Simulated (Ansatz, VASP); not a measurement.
## C in VASP and in Ansatz

INCAR

```
PREC     = Accurate       # precision mode
ENCUT    = 600            # plane-wave cutoff, eV
EDIFF    = 1E-7           # SCF threshold, eV
ISMEAR   = 0              # smearing method
SIGMA    = 0.02           # smearing width, eV
LREAL    = F              # projectors in reciprocal space
LASPH    = T              # aspherical terms in the spheres
NELM     = 120            # most SCF steps
ALGO     = Normal         # electronic algorithm
ISIF     = 3              # what is computed and relaxed
LWAVE    = F              # write WAVECAR
LCHARG   = F              # write CHGCAR
GGA      = PS             # functional
IBRION   = 2              # ionic algorithm
NSW      = 100            # ionic steps
EDIFFG   = -0.002         # ionic threshold
GGA_COMPAT= F            
NELMIN   = 4
```

Contents of KPOINTS:

```
regular mesh
0
Gamma
  12 12 12
```

POSCAR

```
C
1.0
    0.0000000000      1.7835000000      1.7835000000
    1.7835000000      0.0000000000      1.7835000000
    1.7835000000      1.7835000000      0.0000000000
C
2
Direct
    0.0000000000      0.0000000000      0.0000000000
    0.2500000000      0.2500000000      0.2500000000
```

Input for Ansatz:

```yaml
crystal:
  lattice:
    - [0.0, 1.7835, 1.7835]
    - [1.7835, 0.0, 1.7835]
    - [1.7835, 1.7835, 0.0]
  atoms:
    - { symbol: C, position: [0.0, 0.0, 0.0] }
    - { symbol: C, position: [0.25, 0.25, 0.25] }
basis:
  ecutwfc: 420
kpoints:
  mp_grid: { grid: [12, 12, 12] }
hamiltonian:
  xc: pbesol
  pseudopotentials: { kind: paw, azcp: { folder: soft_1 } }
scf:
  occupations: { method: gaussian, width: 0.02 }
output:
  forces: true
  stress: true
  eigenvalues: true
  write_density: true
  write_potential: true
  elf: true
  volumetric_format: npy
relax:
  adjacent_minimum: "off"
  f_tol: 0.002
  max_steps: 80
  cell: { stress_tol: 0.02 }
```

Alike in both runs: task relaxation of cell and atoms; functional PBEsol; k mesh 12 × 12 × 12; occupations gaussian, width 0.02 eV; no spin polarisation.

|  | VASP | Ansatz |
| --- | --- | --- |
| version | VASP 6.6.1 | Ansatz 0.2.0 |
| potentials or method | VASP PAW PBE potentials, release 64 (C), cutoff 600 eV | scalar-relativistic, plane waves, PAW |
| valence electrons in the cell | 8 | 8 |

|  | VASP | Ansatz | Ansatz less VASP |
| --- | --- | --- | --- |
| gap on the k mesh at the Fermi level, each at its own relaxed structure (eV) | 4.06 | 4.07 | +0.008 |
| relaxed volume (Å³/atom) | 5.62 | 5.61 | -0.006 |
| relaxed cell length with the largest relative difference (Å) | 2.514 | 2.513 | -0.0009 |

VASP's potentials were made for PBE, not for PBEsol, and Ansatz warns of the same on its side.
